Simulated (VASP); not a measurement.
Li2BiO3, 6 atoms in the cell. It takes space group Cmmm (No. 65, orthorhombic). Conventional cell: a = 4.588 Å, b = 9.873 Å, c = 3.490 Å, α = 90.00°, β = 90.00°, γ = 90.00°. Within 2.4 Å of Li (site symmetry m2m) lie 3 O at 1.77 to 2.33 Å. Bi (site symmetry mmm) has 6 O at 2.22 to 2.29 Å within 2.9 Å. Within 2.4 Å of O (site symmetry m2m) lie 3 Li at 1.77 to 2.33 Å and 2 Bi at 2.22 Å. Within 3.0 Å of O (site symmetry mmm) lie 2 Bi at 2.29 Å and 4 Li at 2.50 Å.  This cell differs from its parent crystal: strained.

```yaml
Program: VASP 6.6.1
Task: single point
Functional: PBEsol
Potentials_or_basis: VASP PAW PBE potentials, release 64 (Li_sv, Bi_d, O)
Cutoff: 520 eV
k_mesh: 10 × 10 × 10
Occupations: gaussian, width 0.1 eV
Spin: no spin polarisation
Dipole_correction: no
Further_INCAR_settings: ALGO = Normal; EDIFF = 1e-07; NBANDS = 28
```

Potentials or basis: VASP PAW PBE potentials, release 64 (Li_sv, Bi_d, O).

Command:

```console
$ cat potpaw_PBE.64/Li_sv/POTCAR potpaw_PBE.64/Bi_d/POTCAR potpaw_PBE.64/O/POTCAR > POTCAR
$ mpirun -np 1 vasp_std > vasp.out
```

Hardware: 1 thread of AMD EPYC 7R13 (shared host).

**Question.** Estimate the wall time of this run.

**Answer.** Wall time 16 min on 1 thread of AMD EPYC 7R13, on a shared host, peak memory 0.43 GiB. Counts: scf iterations 16, k points 186.
